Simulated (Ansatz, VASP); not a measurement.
**Two plane-wave programs on C**

```
C
1.0
     0.02043    1.77945    1.77945
     1.77945    0.02043    1.77945
     1.77945    1.77945    0.02043
C
2
Cartesian
  0.0005 0.0005 0.0005
  0.8943 0.8943 0.8943
```

Change from the starting cell: strained cell.

Alike in both runs: functional PBE; k mesh 9 × 9 × 9; occupations gaussian, width 0.02 eV; no spin polarisation.

Ansatz relaxed the structure, and its values are those at the end. VASP's run is a single point on that final structure, the one shown.

|  | VASP | Ansatz |
| --- | --- | --- |
| version | VASP 6.6.1 | Ansatz 0.2.0 |
| potentials or method | VASP PAW PBE potentials, release 64 (C), cutoff 600 eV | scalar-relativistic, plane waves, PAW |
| valence electrons in the cell | 8 | 8 |

VASP gave:

```
gap on the k mesh at the Fermi level (eV) : 4.18
least direct gap on the mesh (eV)         : 5.29
pressure (GPa)                            : 13.0
rms of the force components (eV/Å)        : 0.003
```

What did Ansatz give for the same quantities?

gap on the k mesh at the Fermi level (eV): 4.18; least direct gap on the mesh (eV): 5.29; pressure (GPa): 13.0; rms of the force components (eV/Å): 0.000.

With one functional, cell and mesh, what is left measures potentials, basis and numerics. Ansatz's warnings: stress scf threshold loose.
